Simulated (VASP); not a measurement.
# Ta (Im-3m) in VASP: notebook, part 2 of 2

VASP 6.6.1. The steps go on from the part before.

**5. Single point, r2SCAN**

POSCAR

```
Ta
1.0
   -1.6522866616      1.6522866616      1.6522866616
    1.6522866616     -1.6522866616      1.6522866616
    1.6522866616      1.6522866616     -1.6522866616
Ta
1
Direct
    0.0000000000      0.0000000000      0.0000000000
```

INCAR.step1

```
SYSTEM = Ta
PREC     = Accurate       ! precision mode
ENCUT    = 520            ! plane-wave cutoff, eV
ISMEAR   = 0              ! smearing method
SIGMA    = 0.15           ! smearing width, eV
LREAL    = .False.        ! projectors in reciprocal space
LASPH    = .True.         ! aspherical terms in the spheres
NELM     = 60             ! most SCF steps
NBANDS   = 12             ! bands
GGA      = PE             ! functional
ALGO     = Normal         ! electronic algorithm
EDIFF    = 1E-4           ! SCF threshold, eV
LWAVE    = .True.         ! write WAVECAR
LCHARG   = .False.        ! write CHGCAR
```

INCAR.step2

```
SYSTEM = Ta
PREC     = Accurate       ! precision mode
ENCUT    = 520            ! plane-wave cutoff, eV
EDIFF    = 1E-7           ! SCF threshold, eV
ISMEAR   = 0              ! smearing method
SIGMA    = 0.15           ! smearing width, eV
LREAL    = .False.        ! projectors in reciprocal space
LASPH    = .True.         ! aspherical terms in the spheres
NELM     = 60             ! most SCF steps
ALGO     = Normal         ! electronic algorithm
ISIF     = 2              ! what is computed and relaxed
LWAVE    = .False.        ! write WAVECAR
LCHARG   = .False.        ! write CHGCAR
METAGGA  = R2SCAN         ! meta-GGA
LMIXTAU  = .True.       
NBANDS   = 12             ! bands
ISTART   = 1
```

KPOINTS

```
Automatic mesh
0
Gamma
  26 26 26
  0 0 0
```

Launch:

```console
$ cat potpaw_PBE.64/Ta_pv/POTCAR > POTCAR
$ cp INCAR.step1 INCAR
$ mpirun -np 1 vasp_std > vasp.out
$ cp INCAR.step2 INCAR
$ mpirun -np 1 vasp_std > vasp.out
```

Run time: 5.6 min. Hardware: 1 thread of Intel Xeon Platinum 8259CL at 2.50GHz (Skylake/Cascade Lake), shared host; peak memory 0.23 GiB.

It converged, with:

| Item | Value |
| --- | --- |
| Free energy | -48.5870 eV |
| Pressure | 0.8 GPa |

Levels at points of the mesh, in eV from the Fermi level:
```tsv
k point	band 3	band 4	band 5	band 6	band 7	band 8	band 9	band 10
(0.00, 0.00, 0.00)	-34.22	-8.32	0.85	0.85	0.85	4.33	4.33	12.11
(0.50, 0.00, 0.00)	-34.23	-4.54	-1.56	1.47	4.20	5.26	8.08	12.07
(0.50, 0.50, 0.50)	-35.07	-3.93	-3.93	7.11	7.11	7.11	9.01	9.01
```

Caveat: the PAW data sets were made with another functional, which shifts forces and pressure a little; spin-orbit coupling is left out, which moves the levels of the heavy elements.

**6. Single point, r2SCAN**

POSCAR is that of step 5.

INCAR.step1

```
SYSTEM = Ta
ALGO = Normal
EDIFF = 1E-4
ENCUT = 520
GGA = PE
ISMEAR = 0
LASPH = .True.
LCHARG = .False.
LREAL = .False.
LWAVE = .True.
NBANDS = 12
NELM = 60
PREC = Accurate
SIGMA = 0.15
```

INCAR.step2

```
SYSTEM = Ta
ALGO = Normal
EDIFF = 1E-6
ENCUT = 520
ISIF = 2
ISMEAR = 0
ISTART = 1
LASPH = .True.
LCHARG = .True.
LELF = .True.
LMIXTAU = .True.
LREAL = .False.
LVHAR = .True.
LWAVE = .False.
METAGGA = R2SCAN
NBANDS = 12
NELM = 60
PREC = Accurate
SIGMA = 0.15
```

KPOINTS

```
k-points
0
Gamma
  28 28 28
  0 0 0
```

Potentials or basis: VASP PAW PBE potentials, release 64 (Ta_pv).

Launch:

```console
$ cat potpaw_PBE.64/Ta_pv/POTCAR > POTCAR
$ cp INCAR.step1 INCAR
$ mpirun -np 1 vasp_std > vasp.out
$ cp INCAR.step2 INCAR
$ mpirun -np 1 vasp_std > vasp.out
```

OUTCAR:

```text
SYSTEM = Ta
   EDIFF = 1E-6
   ENCUT = 520
   ISIF = 2
   ISMEAR = 0
   ISTART = 1
   LASPH = .True.
   LREAL = .False.
   METAGGA = R2SCAN
   NELM = 60
   PREC = Accurate

 ion  position               nearest neighbor table
   1  0.000  0.000  0.000-

  LATTYP: Found a body centered cubic cell.
 ALAT       =     3.3045733232

  Lattice vectors:

 A1 = (  -1.6522866616,   1.6522866616,   1.6522866616)
 A2 = (   1.6522866616,  -1.6522866616,   1.6522866616)
 A3 = (   1.6522866616,   1.6522866616,  -1.6522866616)

Analysis of symmetry for initial positions (statically):
=====================================================================
 Subroutine PRICEL returns:
 Original cell was already a primitive cell.

 Routine SETGRP: Setting up the symmetry group for a
 body centered cubic supercell.

 Subroutine GETGRP returns: Found 48 space group operations
 (whereof 48 operations were pure point group operations)
 out of a pool of 48 trial point group operations.

The static configuration has the point symmetry O_h .

Analysis of symmetry for dynamics (positions and initial velocities):
=====================================================================
 Subroutine PRICEL returns:
 Original cell was already a primitive cell.

 Routine SETGRP: Setting up the symmetry group for a
 body centered cubic supercell.

 Subroutine GETGRP returns: Found 48 space group operations
 (whereof 48 operations were pure point group operations)
 out of a pool of 48 trial point group operations.

The dynamic configuration has the point symmetry O_h .

 Subroutine INISYM returns: Found 48 space group operations
 (whereof 48 operations are pure point group operations),
 and found     1 'primitive' translations

----------------------------------------------------------------------------------------

                                     Primitive cell

  volume of cell :      18.0433

  direct lattice vectors                    reciprocal lattice vectors
    -1.652286662  1.652286662  1.652286662     0.000000000  0.302610928  0.302610928
     1.652286662 -1.652286662  1.652286662     0.302610928  0.000000000  0.302610928
     1.652286662  1.652286662 -1.652286662     0.302610928  0.302610928  0.000000000

  length of vectors
     2.861844447  2.861844447  2.861844447     0.427956479  0.427956479  0.427956479

  position of ions in fractional coordinates (direct lattice)
     0.000000000  0.000000000  0.000000000

  ion indices of the primitive-cell ions
   primitive index   ion index
                 1           1

----------------------------------------------------------------------------------------

 KPOINTS: k-points

Automatic generation of k-mesh.
 Grid dimensions read from file:
 generate k-points for:   28   28   28

 Generating k-lattice:

  Cartesian coordinates                     Fractional coordinates (reciprocal lattice)
     0.000000000  0.010807533  0.010807533     0.035714286  0.000000000  0.000000000
     0.010807533  0.000000000  0.010807533     0.000000000  0.035714286  0.000000000
     0.010807533  0.010807533  0.000000000     0.000000000  0.000000000  0.035714286

  Length of vectors
     0.015284160  0.015284160  0.015284160

  Shift w.r.t. Gamma in fractional coordinates (k-lattice)
     0.000000000  0.000000000  0.000000000

 Subroutine IBZKPT returns following result:
 ===========================================

 Found    624 irreducible k-points:

 Following reciprocal coordinates:
            Coordinates               Weight
  0.000000  0.000000  0.000000      1.000000
  0.035714  0.000000  0.000000     12.000000
  0.071429  0.000000  0.000000     12.000000
  0.107143  0.000000  0.000000     12.000000
  0.142857  0.000000  0.000000     12.000000
  0.178571  0.000000  0.000000     12.000000
[... 16 lines left out ...]
  0.285714  0.035714  0.000000     48.000000
  0.321429  0.035714 -0.000000     48.000000
 [... further k-points ...]
   k-points           NKPTS =    624   k-points in BZ     NKDIM =    624   number of bands    NBANDS=     12
   number of dos      NEDOS =    301   number of ions     NIONS =      1
   total plane-waves  NPLWV =  13824
   dimension x,y,z NGX =    24 NGY =   24 NGZ =   24
   dimension x,y,z NGXF=    48 NGYF=   48 NGZF=   48
   ions per type =               1
   NGX,Y,Z   is equivalent  to a cutoff of  13.94, 13.94, 13.94 a.u.
   NGXF,Y,Z  is equivalent  to a cutoff of  27.88, 27.88, 27.88 a.u.
 SYSTEM =  Ta
   PREC   = accura    normal or accurate (medium, high low for compatibility)
   ISTART =      1    job   : 0-new  1-cont  2-samecut
   ICHARG =      0    charge: 1-file 2-atom 10-const
   ISPIN  =      1    spin polarized calculation?
   LNONCOLLINEAR =      F non collinear calculations
   LSORBIT =      F    spin-orbit coupling
   LASPH  =      T    aspherical Exc in radial PAW
   ENCUT  =  520.0 eV  38.22 Ry    6.18 a.u.   5.32  5.32  5.32*2*pi/ulx,y,z
   NELM   =     60;   NELMIN=  2; NELMDL=  0     # of ELM steps
   EDIFF  = 0.1E-05   stopping-criterion for ELM
   LREAL  =      F    real-space projection
   EDIFFG = 0.1E-04   stopping-criterion for IOM
   NSW    =      0    number of steps for IOM
   IBRION =     -1    ionic relax: 0-MD 1-quasi-New 2-CG
   NFREE  =      0    steps in history (QN), initial steepest desc. (CG)
   ISIF   =      2    stress and relaxation
   ISYM   =      2    0-nonsym 1-usesym 2-fastsym
   POTIM  = 0.5000    time-step for ionic-motion
   TEBEG  =    0.0;   TEEND  =   0.0 temperature during run
   PSTRESS=    0.0 pullay stress
   NELECT =      11.0000    total number of electrons
   NUPDOWN=      -1.0000    fix difference up-down
   EMIN   =  10.00;   EMAX   =-10.00  energy-range for DOS
   EFERMI =   0.00;   METHOD = LEGACY
   ISMEAR =     0;   SIGMA  =   0.15  broadening in eV -4-tet -1-fermi 0-gaus
   EFERMI_NEDOS =   21; number of points for ismear=-14 and -15
   IALGO  =     38    algorithm
   IMIX   =      4    mixing-type and parameters
     AMIX     =   0.40;   BMIX     =  1.00
     AMIX_MAG =   1.60;   BMIX_MAG =  1.00
  volume/ion in A,a.u.               =      18.04       121.76
  Fermi-wavevector in a.u.,A,eV,Ry     =   1.388141  2.623207 26.217558  1.926936
  Thomas-Fermi vector in A             =   2.512296
   LORBIT       =      0    0 simple, 1 ext, 2 COOP (PROOUT), +10 PAW based schemes
   METAGGA = R2SCAN    functional components
   LHFCALC =     F    Hartree Fock is set to
   AEXX    =    0.0000 exact exchange contribution
   IVDW    =     0    specifies the selected vdW correction
   LEPSILON=     F    determine dielectric tensor
   LRPA    =     F    only Hartree local field effects (RPA)
 non-spin polarized calculation
 Gauss-broadening in eV      SIGMA  =   0.15
  energy-cutoff  :      520.00
  volume of cell :       18.04
 maximum number of plane-waves:       496
 NGX is ok and might be reduce to    24
   NGX = 11   NGY = 11   NGZ = 11

 number of electron      11.0000002 magnetization

 Free energy of the ion-electron system (eV)
  ---------------------------------------------------
  ext. energy  EPLUGINS =         0.00000000
  ---------------------------------------------------
  free energy    TOTEN  =       -48.58642121 eV

  energy without entropy =      -48.57214293  energy(sigma->0) =      -48.57928207

 E-fermi :   5.3043     XC(G=0): -13.7614

 val. band max:        5.3028110717   @ k =  -0.3929   0.4643   0.0714
 cond. band min:       5.3048223581   @ k =   0.3571   0.1786   0.0714
 fundamental gap:      0.0020112863
 Fermi energy:         5.3043059915

 k-point     1 :       0.0000    0.0000    0.0000
  band No.  band energies     occupation
      1     -28.9209      2.00000
      2     -28.9209      2.00000
      3     -28.9209      2.00000
      4      -3.0119      2.00000
      5       6.1518      0.00000
      6       6.1519      0.00000
      7       6.1519      0.00000
      8       9.6333      0.00000
      9       9.6333      0.00000
     10      17.4090      0.00000
     11      21.0799      0.00000
     12      21.0799      0.00000
[... 331 lines left out ...]
 k-point    24 :       0.3214    0.0357   -0.0000
  band No.  band energies     occupation
      1     -29.8794      2.00000
      2     -29.2268      2.00000
      3     -28.9334      2.00000
      4       0.4563      2.00000
      5       4.2123      2.00000
      6       5.2506      1.38759
      7       9.3171      0.00000
      8      10.1659      0.00000
      9      10.8574      0.00000
     10      17.4069      0.00000
     11      19.5653      0.00000
     12      20.3816      0.00000

 [... further k-points ...]
[... 5 lines left out ...]
  --------------------------------------------------------------------------------------
  -------------------------------------------------------------------------------------
  Total        0.0922215      0.0922215      0.0922215     -0.0000000     -0.0000000      0.0000000
  in kB        8.1889212      8.1889212      8.1889212     -0.0000000     -0.0000000      0.0000000
  external PRESSURE =       8.1889212 kB  Pullay stress =       0.0000000 kB

 VOLUME and BASIS-vectors are now :
 -----------------------------------------------------------------------------
  energy-cutoff  :      520.00
  volume of cell :       18.04
      direct lattice vectors                 reciprocal lattice vectors
    -1.652286662  1.652286662  1.652286662     0.000000000  0.302610928  0.302610928
     1.652286662 -1.652286662  1.652286662     0.302610928  0.000000000  0.302610928
     1.652286662  1.652286662 -1.652286662     0.302610928  0.302610928  0.000000000

 POSITION                                       TOTAL-FORCE (eV/Angst)
 -----------------------------------------------------------------------------------
      0.00000      0.00000      0.00000        -0.000000     -0.000000      0.000000
 -----------------------------------------------------------------------------------
    total drift:                                0.000000      0.000000     -0.000000

  FREE ENERGIE OF THE ION-ELECTRON SYSTEM (eV)
  ---------------------------------------------------
  free  energy   TOTEN  =       -48.5864212141 eV

  energy  without entropy=      -48.5721429259  energy(sigma->0) =      -48.57928207
```

OUTCAR.step1:

```text
SYSTEM = Ta
   EDIFF = 1E-4
   ENCUT = 520
   GGA = PE
   ISMEAR = 0
   LASPH = .True.
[... 578 lines left out ...]
 -----------------------------------------------------------------------------------
      0.00000      0.00000      0.00000         0.000000     -0.000000      0.000000
 -----------------------------------------------------------------------------------
    total drift:                                0.000000      0.000000      0.000000

  FREE ENERGIE OF THE ION-ELECTRON SYSTEM (eV)
  ---------------------------------------------------
  free  energy   TOTEN  =       -11.8175028820 eV

  energy  without entropy=      -11.8024307654  energy(sigma->0) =      -11.80996682
```

OSZICAR.step1:

```text
N       E                     dE             d eps       ncg     rms          rms(c)
DAV:   1     0.619687467627E+02    0.61969E+02   -0.60966E+03 15008   0.876E+02
DAV:   2    -0.112509179909E+02   -0.73220E+02   -0.71370E+02 16608   0.247E+02
DAV:   3    -0.122774974042E+02   -0.10266E+01   -0.10191E+01 17960   0.276E+01
DAV:   4    -0.122802432487E+02   -0.27458E-02   -0.27451E-02 16572   0.158E+00
DAV:   5    -0.122802523468E+02   -0.90981E-05   -0.90976E-05 17220   0.873E-02    0.134E+01
DAV:   6    -0.119252351832E+02    0.35502E+00   -0.28565E-01 17704   0.578E+00    0.655E+00
DAV:   7    -0.118183627562E+02    0.10687E+00   -0.25759E-01 17288   0.510E+00    0.381E-01
DAV:   8    -0.118175253750E+02    0.83738E-03   -0.77659E-03 16388   0.732E-01    0.145E-01
DAV:   9    -0.118175028820E+02    0.22493E-04   -0.12709E-04 13892   0.123E-01
   1 F= -.11817503E+02 E0= -.11809967E+02  d E =-.150721E-01
```

Wall time 5.5 min (1 thread of Intel Xeon Platinum 8259CL at 2.50GHz (Skylake/Cascade Lake), shared host); peak memory 0.25 GiB.

What came out:

```
Free energy : -48.5864 eV
Pressure    : 0.8 GPa
```

Caveat: the PAW data sets were made with another functional, which shifts forces and pressure a little; spin-orbit coupling is left out, which moves the levels of the heavy elements.

**7. Summary**

```tsv
cell	k mesh	smearing	gap on the mesh (eV)	pressure (GPa)
a = 2.860 Å, angles 109.5°, 1 atom	8 × 8 × 8	gaussian 0.1 eV	none	-1.4
a = 2.862 Å, angles 109.5°, 1 atom	18 × 18 × 18	gaussian 0.1 eV	none	0.6
a = 2.862 Å, angles 109.5°, 1 atom	26 × 26 × 26	gaussian 0.15 eV	none	0.8
a = 2.862 Å, angles 109.5°, 1 atom	28 × 28 × 28	gaussian 0.15 eV	none	0.8
```

Alike in all rows: task single point; level r2SCAN; potentials or basis VASP PAW PBE potentials, release 64 (Ta_pv); no spin polarisation; cutoff (eV) 520.

Caveats: the PAW data sets were made with another functional, which shifts forces and pressure a little; spin-orbit coupling is left out, which moves the levels of the heavy elements.

Absolute energies hang on the potentials; compare differences alone.
